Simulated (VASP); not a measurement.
Runs of VASP 6.6.1 on NiO. The structure is that of space group Fm-3m (No. 225), or close to it. The cells are those of the table. 

```tsv
task	level	potentials or basis	U	cell	k mesh	cutoff (eV)	grid for exact exchange (PRECFOCK)	share of exact exchange	screening parameter	gap on the mesh (eV)	pressure (GPa)	moment (μB)
single point	r2SCAN0	VASP PAW PBE potentials, release 64 (Ni, O)	-	a = 2.950 Å, angles 60.0°, 2 atoms	6 × 6 × 6	520	Normal	0.25	-	4.89	0.5	2.00
relaxation of cell and atoms	LDA+U	VASP PAW LDA potentials, release 64 (Ni_sv_GW, O)	Ni d U = 4.0 eV	relaxed from a = 2.950 Å, angles 60.0°, 2 atoms	11 × 11 × 11	700	-	-	-	(c)	-0.1	2.00
single point	PBEsol-based screened hybrid with 25 % exact exchange	VASP PAW PBE potentials, release 64 (Ni, O)	-	a = 2.930 Å, angles 60.0°, 2 atoms	6 × 6 × 6	520	Normal	0.25	0.207 1/Å	2.69	1.0	2.00
single point	r2SCAN+D3(BJ)	VASP PAW PBE potentials, release 64 (Ni_sv_GW, O)	-	a = 2.950 Å, angles 60.0°, 2 atoms	11 × 11 × 11	770	-	-	-	0.84	0.6	2.00
single point	BLYP+D4	VASP PAW PBE potentials, release 64 (Ni_sv_GW, O)	-	a = 2.930 Å, angles 60.0°, 2 atoms	11 × 11 × 11	700	-	-	-	none	7.7	(b)
single point	r2SCAN0	VASP PAW PBE potentials, release 64 (Ni, O)	-	a = 2.969 Å, angles 60.0°, 2 atoms	6 × 6 × 6	520	Normal	0.25	-	4.84	-3.9	2.00
single point	PBE0	VASP PAW PBE potentials, release 64 (Ni, O)	-	a = 3.008 Å, angles 60.0°, 2 atoms	6 × 6 × 6	520	Normal	0.25	-	3.89	-8.0	2.00
single point	r2SCAN+D3(BJ)	VASP PAW PBE potentials, release 64 (Ni_sv_GW, O)	-	a = 2.989 Å, angles 60.0°, 2 atoms	11 × 11 × 11	770	-	-	-	0.98	(a)	2.00
```

Alike in all rows: spin collinear, ferromagnetic start; smearing fermi-dirac 0.05 eV.

Q: Estimate the missing entries.

A: (a) -7.8; (b) 1.59; (c) 0.67.

Caveats: some runs use coarse meshes; a cell with one magnetic atom can't hold antiferromagnetic order, which such compounds often take; the PAW data sets were made with another functional, which shifts forces and pressure a little (at least some runs); an odd mesh through Γ misses points on the zone boundary, where band edges can lie (at least some runs); the cell stands under pressure (at least some runs); semilocal functionals often make such compounds metallic where correlation or magnetic order opens a gap, which also shifts bond lengths (at least some runs); the cell stands under tension (at least some runs).

A gap of «none» marks levels without a gap at the run's occupations.

The runs don't all hold the same shells in valence.
